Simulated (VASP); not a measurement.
# HfO2 (P-3m1) in VASP: a series of runs

Runs on HfO2. Level: PBEsol. Tasks: relaxation of cell and atoms.

Program: VASP 6.6.1. These are calculated values, not measurements. Logs are shortened: lines on timing, memory, paths and dates and some standing lists are left out, and cuts for length are marked.

## Step 1: The cell of the first run

It takes space group P-3m1 (No. 164, trigonal). Conventional cell: a = 3.219 Å, b = 3.219 Å, c = 5.135 Å, α = 90.00°, β = 90.00°, γ = 120.00°. Hf (site symmetry -3m) has 6 O at 2.09 Å within 2.8 Å. O (site symmetry 3m) has 3 Hf at 2.09 Å and 3 O at 2.68 Å within 2.8 Å.

## Step 2: Relaxation of cell and atoms, PBEsol

INCAR reads:

```
SYSTEM = HfO2
  PREC = Accurate
  ENCUT = 600
  EDIFF = 1E-7
  ISMEAR = -1
  SIGMA = 0.02
  LREAL = .False.
  LASPH = .True.
  NELM = 60
  ALGO = Normal
  ISIF = 3
  LWAVE = .False.
  LCHARG = .False.
  GGA = PS
  IBRION = 2
  NSW = 60
  EDIFFG = -0.03
```

KPOINTS reads:

```
regular mesh
0
Gamma
  7 7 4
  0 0 0
```

POSCAR reads:

```
HfO2
1.0
    3.2193833919      0.0000000000      0.0000000000
   -1.6096916959      2.7880678019      0.0000000000
    0.0000000000      0.0000000000      5.1351949963
Hf O
1 2
Direct
    0.0000000000      0.0000000000      0.0000000000
    0.3333333333      0.6666666667      0.1878881719
    0.6666666667      0.3333333333      0.8121118281
```

Potentials or basis: VASP PAW PBE potentials, release 64 (Hf_pv, O).

The run is started by

```console
$ cat potpaw_PBE.64/Hf_pv/POTCAR potpaw_PBE.64/O/POTCAR > POTCAR
$ mpirun -np 1 vasp_std > vasp.out
```

OUTCAR:

```text
SYSTEM = HfO2
   PREC = Accurate
   ENCUT = 600
   EDIFF = 1E-7
   ISMEAR = -1
   LREAL = .False.
   LASPH = .True.
   NELM = 60
   ISIF = 3
   GGA = PS
   IBRION = 2
   NSW = 60
   EDIFFG = -0.03

 ion  position               nearest neighbor table
   1  0.000  0.000  0.000-   2 2.09   3 2.09   2 2.09   3 2.09   3 2.09   2 2.09
   2  0.333  0.667  0.188-   1 2.09   1 2.09   1 2.09
   3  0.667  0.333  0.812-   1 2.09   1 2.09   1 2.09

  LATTYP: Found a hexagonal cell.
 ALAT       =     3.2193833919
 C/A-ratio  =     1.5950865030

  Lattice vectors:

 A1 = (   3.2193833919,   0.0000000000,   0.0000000000)
 A2 = (  -1.6096916959,   2.7880678019,   0.0000000000)
 A3 = (   0.0000000000,   0.0000000000,   5.1351949963)

Analysis of symmetry for initial positions (statically):
=====================================================================
 Subroutine PRICEL returns:
 Original cell was already a primitive cell.

 Routine SETGRP: Setting up the symmetry group for a
 hexagonal supercell.

 Subroutine GETGRP returns: Found 12 space group operations
 (whereof 12 operations were pure point group operations)
 out of a pool of 24 trial point group operations.

The static configuration has the point symmetry D_3d.

Analysis of symmetry for dynamics (positions and initial velocities):
=====================================================================
 Subroutine PRICEL returns:
 Original cell was already a primitive cell.

 Routine SETGRP: Setting up the symmetry group for a
 hexagonal supercell.

 Subroutine GETGRP returns: Found 12 space group operations
 (whereof 12 operations were pure point group operations)
 out of a pool of 24 trial point group operations.

The dynamic configuration has the point symmetry D_3d.

 Subroutine INISYM returns: Found 12 space group operations
 (whereof 12 operations are pure point group operations),
 and found     1 'primitive' translations

----------------------------------------------------------------------------------------

                                     Primitive cell

  volume of cell :      46.0928

  direct lattice vectors                    reciprocal lattice vectors
     3.219383392  0.000000000  0.000000000     0.310618488  0.179335667  0.000000000
    -1.609691696  2.788067802  0.000000000     0.000000000  0.358671335  0.000000000
     0.000000000  0.000000000  5.135194996     0.000000000  0.000000000  0.194734572

  length of vectors
     3.219383392  3.219383392  5.135194996     0.358671335  0.358671335  0.194734572

  position of ions in fractional coordinates (direct lattice)
     0.000000000  0.000000000  0.000000000
     0.333333333  0.666666667  0.187888172
     0.666666667  0.333333333  0.812111828

  ion indices of the primitive-cell ions
   primitive index   ion index
                 1           1
                 2           2
                 3           3

----------------------------------------------------------------------------------------

 KPOINTS: regular mesh

Automatic generation of k-mesh.
 Grid dimensions read from file:
 generate k-points for:    7    7    4

 Generating k-lattice:

  Cartesian coordinates                     Fractional coordinates (reciprocal lattice)
     0.044374070  0.025619381  0.000000000     0.142857143  0.000000000  0.000000000
     0.000000000  0.051238762  0.000000000     0.000000000  0.142857143  0.000000000
     0.000000000  0.000000000  0.048683643     0.000000000  0.000000000  0.250000000

  Length of vectors
     0.051238762  0.051238762  0.048683643

  Shift w.r.t. Gamma in fractional coordinates (k-lattice)
     0.000000000  0.000000000  0.000000000

 Subroutine IBZKPT returns following result:
 ===========================================

 Found     28 irreducible k-points:

 Following reciprocal coordinates:
            Coordinates               Weight
  0.000000  0.000000  0.000000      1.000000
  0.142857 -0.000000  0.000000      6.000000
  0.285714 -0.000000  0.000000      6.000000
  0.428571  0.000000  0.000000      6.000000
  0.142857  0.142857  0.000000      6.000000
  0.285714  0.142857  0.000000     12.000000
[... 16 lines left out ...]
  0.285714 -0.000000  0.500000      6.000000
  0.428571  0.000000  0.500000      6.000000
 [... further k-points ...]
   k-points           NKPTS =     28   k-points in BZ     NKDIM =     28   number of bands    NBANDS=     15
   number of dos      NEDOS =    301   number of ions     NIONS =      3
   total plane-waves  NPLWV =  32928
   dimension x,y,z NGX =    28 NGY =   28 NGZ =   42
   dimension x,y,z NGXF=    56 NGYF=   56 NGZF=   84
   ions per type =               1   2
   NGX,Y,Z   is equivalent  to a cutoff of  14.46, 14.46, 13.60 a.u.
   NGXF,Y,Z  is equivalent  to a cutoff of  28.92, 28.92, 27.19 a.u.
 SYSTEM =  HfO2
   PREC   = accura    normal or accurate (medium, high low for compatibility)
   ISTART =      0    job   : 0-new  1-cont  2-samecut
   ICHARG =      2    charge: 1-file 2-atom 10-const
   ISPIN  =      1    spin polarized calculation?
   LNONCOLLINEAR =      F non collinear calculations
   LSORBIT =      F    spin-orbit coupling
   LASPH  =      T    aspherical Exc in radial PAW
   ENCUT  =  600.0 eV  44.10 Ry    6.64 a.u.   6.43  6.43 10.26*2*pi/ulx,y,z
   NELM   =     60;   NELMIN=  2; NELMDL= -5     # of ELM steps
   EDIFF  = 0.1E-06   stopping-criterion for ELM
   LREAL  =      F    real-space projection
   EDIFFG = -.3E-01   stopping-criterion for IOM
   NSW    =     60    number of steps for IOM
   IBRION =      2    ionic relax: 0-MD 1-quasi-New 2-CG
   NFREE  =      1    steps in history (QN), initial steepest desc. (CG)
   ISIF   =      3    stress and relaxation
   ISYM   =      2    0-nonsym 1-usesym 2-fastsym
   POTIM  = 0.5000    time-step for ionic-motion
   TEBEG  =    0.0;   TEEND  =   0.0 temperature during run
   PSTRESS=    0.0 pullay stress
   NELECT =      22.0000    total number of electrons
   NUPDOWN=      -1.0000    fix difference up-down
   EMIN   =  10.00;   EMAX   =-10.00  energy-range for DOS
   EFERMI =   0.00;   METHOD = LEGACY
   ISMEAR =    -1;   SIGMA  =   0.02  broadening in eV -4-tet -1-fermi 0-gaus
   EFERMI_NEDOS =   21; number of points for ismear=-14 and -15
   IALGO  =     38    algorithm
   IMIX   =      4    mixing-type and parameters
     AMIX     =   0.40;   BMIX     =  1.00
     AMIX_MAG =   1.60;   BMIX_MAG =  1.00
  volume/ion in A,a.u.               =      15.36       103.68
  Fermi-wavevector in a.u.,A,eV,Ry     =   1.279395  2.417706 22.270726  1.636852
  Thomas-Fermi vector in A             =   2.411883
   LORBIT       =      0    0 simple, 1 ext, 2 COOP (PROOUT), +10 PAW based schemes
   GGA     = PS    functional components
   LHFCALC =     F    Hartree Fock is set to
   AEXX    =    0.0000 exact exchange contribution
   IVDW    =     0    specifies the selected vdW correction
   LEPSILON=     F    determine dielectric tensor
   LRPA    =     F    only Hartree local field effects (RPA)
 conjugate gradient relaxation of ions
 non-spin polarized calculation
  energy-cutoff  :      600.00
  volume of cell :       46.09
 maximum number of plane-waves:      1558
 NGX is ok and might be reduce to    28
   NGX = 13   NGY = 13   NGZ = 21

--------------------------------------- Ionic step        1  -------------------------------------------

 number of electron      22.0000000 magnetization

 Free energy of the ion-electron system (eV)
  ---------------------------------------------------
  ext. energy  EPLUGINS =         0.00000000
  ---------------------------------------------------
  free energy    TOTEN  =       -31.01965021 eV

  energy without entropy =      -31.01965021  energy(sigma->0) =      -31.01965021

------------------------ aborting loop because EDIFF is reached ----------------------------------------

  FORCE on cell =-STRESS in cart. coord.  units (eV):
  Direction    XX          YY          ZZ          XY          YZ          ZX
  --------------------------------------------------------------------------------------
  -------------------------------------------------------------------------------------
  Total       -0.7600717     -0.7600717     -0.4401599     -0.0000000      0.0000000     -0.0000000
  in kB      -26.4199609    -26.4199609    -15.2998829     -0.0000000      0.0000000     -0.0000000
  external PRESSURE =     -22.7132682 kB  Pullay stress =       0.0000000 kB
[... 59 lines left out ...]
  energy  without entropy=      -31.0048611084  energy(sigma->0) =      -31.00486111

--------------------------------------- Ionic step        3  -------------------------------------------

 number of electron      22.0000002 magnetization

 Free energy of the ion-electron system (eV)
  ---------------------------------------------------
  ext. energy  EPLUGINS =         0.00000000
  ---------------------------------------------------
  free energy    TOTEN  =       -31.02379247 eV

  energy without entropy =      -31.02379247  energy(sigma->0) =      -31.02379247

 E-fermi :   0.4566     XC(G=0):  -9.6947

 val. band max:       -0.0475572199   @ k =   0.1429   0.1429   0.0000
 cond. band min:       4.7774263599   @ k =   0.4286   0.0000   0.0000
 fundamental gap:      4.8249835798
 Fermi energy:         0.4565726461

 k-point     1 :       0.0000    0.0000    0.0000
  band No.  band energies     occupation
      1     -28.9669      2.00000
      2     -28.4656      2.00000
      3     -28.4656      2.00000
      4     -17.2571      2.00000
      5     -15.1715      2.00000
      6      -3.8234      2.00000
      7      -3.8234      2.00000
      8      -3.6713      2.00000
      9      -0.4259      2.00000
     10      -0.3269      2.00000
     11      -0.3269      2.00000
     12       5.1331      0.00000
     13       5.1331      0.00000
     14       5.2882      0.00000
     15       7.8662      0.00000
[... 397 lines left out ...]
 k-point    24 :       0.4286    0.0000    0.5000
  band No.  band energies     occupation
      1     -29.3418      2.00000
      2     -28.7695      2.00000
      3     -28.6284      2.00000
      4     -16.4620      2.00000
      5     -15.2209      2.00000
      6      -4.4789      2.00000
      7      -2.7635      2.00000
      8      -2.2721      2.00000
      9      -1.2763      2.00000
     10      -1.0532      2.00000
     11      -0.3631      2.00000
     12       4.9260      0.00000
     13       6.2637      0.00000
     14       7.1529      0.00000
     15       9.2171      0.00000

 [... further k-points ...]

------------------------ aborting loop because EDIFF is reached ----------------------------------------

  FORCE on cell =-STRESS in cart. coord.  units (eV):
  Direction    XX          YY          ZZ          XY          YZ          ZX
  --------------------------------------------------------------------------------------
  -------------------------------------------------------------------------------------
  Total       -0.0000947     -0.0000947     -0.0573942     -0.0000000      0.0000000     -0.0000000
  in kB       -0.0033238     -0.0033238     -2.0151843     -0.0000000      0.0000000     -0.0000000
  external PRESSURE =      -0.6739440 kB  Pullay stress =       0.0000000 kB
[... 18 lines left out ...]
  FREE ENERGIE OF THE ION-ELECTRON SYSTEM (eV)
  ---------------------------------------------------
  free  energy   TOTEN  =       -31.0237924686 eV

  energy  without entropy=      -31.0237924686  energy(sigma->0) =      -31.02379247

 reached required accuracy - stopping structural energy minimisation
```

Wall time 1.7 min (1 thread of Intel Xeon 8259CL, shared host); peak memory 0.2 GiB.

Results:

```yaml
Free_energy: -31.0238 eV
Relaxed_volume: 15.21 Å³/atom
Relaxed_cell: a = 3.207 Å, b = 3.207 Å, c = 5.124 Å, α = 90.00°, β = 90.00°, γ = 120.00°
Space_group_after_relaxing_to_0.1_Å: P-3m1 (No. 164)
Energy_gained_by_relaxing: 1.4 meV/atom
Ionic_steps: 3
Pressure_after_relaxing: -0.1 GPa
Band_gap_on_the_k_mesh: 4.83 eV (least direct gap 5.07 eV)
```

The path:
```
step  energy change (eV)  largest force (eV/Å)  pressure (GPa)  volume (Å³)
   1              0.0000                0.1968           -2.27        46.09
   2              0.0148                0.4550            4.99        44.65
   3             -0.0041                0.0011           -0.07        45.63
```

Final structure:
```xyz
3
Lattice="3.2068 0.0000 0.0000 -1.6034 2.7772 0.0000 0.0000 0.0000 5.1236" Properties=species:S:1:pos:R:3 pbc="T T T"
Hf    0.0000    0.0000    0.0000
O     0.0000    1.8515    0.9597
O     1.6034    0.9257    4.1639
```

Levels at points of the mesh, in eV from the valence-band top:
| k point | band 8 | band 9 | band 10 | band 11 | band 12 | band 13 | band 14 | band 15 |
| --- | --- | --- | --- | --- | --- | --- | --- | --- |
| (0.00, 0.00, 0.00) | -3.62 | -0.38 | -0.28 | -0.28 | 5.18 | 5.18 | 5.34 | 7.91 |
| (0.00, 0.00, 0.50) | -3.16 | -1.12 | -0.30 | -0.30 | 5.15 | 5.15 | 6.18 | 8.19 |

Caveat: the PAW data sets were made with another functional, which shifts forces and pressure a little; spin-orbit coupling is left out, which moves the levels of the heavy elements; an odd mesh through Γ misses points on the zone boundary, where band edges can lie.

(Continued in part 2 of 2.)
